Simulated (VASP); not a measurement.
Write the native input for VASP 6.6.1 that does the following.

```yaml
Task: relaxation of cell and atoms
Functional: PBE
Potentials_or_basis: VASP PAW PBE potentials, release 64 (Te, P)
Cutoff: 600 eV
k_mesh: 6 × 6 × 4
Occupations: gaussian, width 0.1 eV
Spin: no spin polarisation
Dipole_correction: no
Further_INCAR_settings: ALGO = Normal; EDIFF = 1e-07; IBRION = 2; EDIFFG = -0.04; NSW = 90; ISIF = 3
```

The structure of Te2P lies in POSCAR:

```
Te2P
1.0
    4.3664699513      0.0000000000      0.0000000000
   -2.1832349757      3.7814739027      0.0000000000
    0.0000000000      0.0000000000      4.7146270239
Te P
2 1
Direct
    0.3333333333      0.6666666667      0.5000000000
    0.6666666667      0.3333333333      0.5000000000
    0.0000000000      0.0000000000      0.0000000000
```

These files were run (other wordings do the same):

INCAR

```
PREC = Accurate
ENCUT = 600
EDIFF = 1E-7
ISMEAR = 0
SIGMA = 0.1
LREAL = False
LASPH = True
NELM = 60
ALGO = Normal
ISIF = 3
LWAVE = False
LCHARG = False
GGA = PE
IBRION = 2
NSW = 90
EDIFFG = -0.04
```

KPOINTS

```
regular mesh
0
Gamma
  6 6 4
```

Potentials or basis: VASP PAW PBE potentials, release 64 (Te, P).

Launch:

```bash
$ cat potpaw_PBE.64/Te/POTCAR potpaw_PBE.64/P/POTCAR > POTCAR
$ mpirun -np 1 vasp_std > vasp.out
```

It gave:

```json
{
  "Relaxed volume": "25.03 Å³/atom",
  "Relaxed cell": "a = 5.236 Å, b = 5.236 Å, c = 3.162 Å, α = 90.00°, β = 90.00°, γ = 120.00°",
  "Space group after relaxing (to 0.05 Å)": "P6/mmm (No. 191)",
  "Energy gained by relaxing": "1175.9 meV/atom",
  "Ionic steps": "11",
  "Pressure after relaxing": "0.0 GPa"
}
```

Wall time 3.3 min on 1 thread of Intel Xeon 6975P-C, with other jobs on the host, peak memory 0.25 GiB.
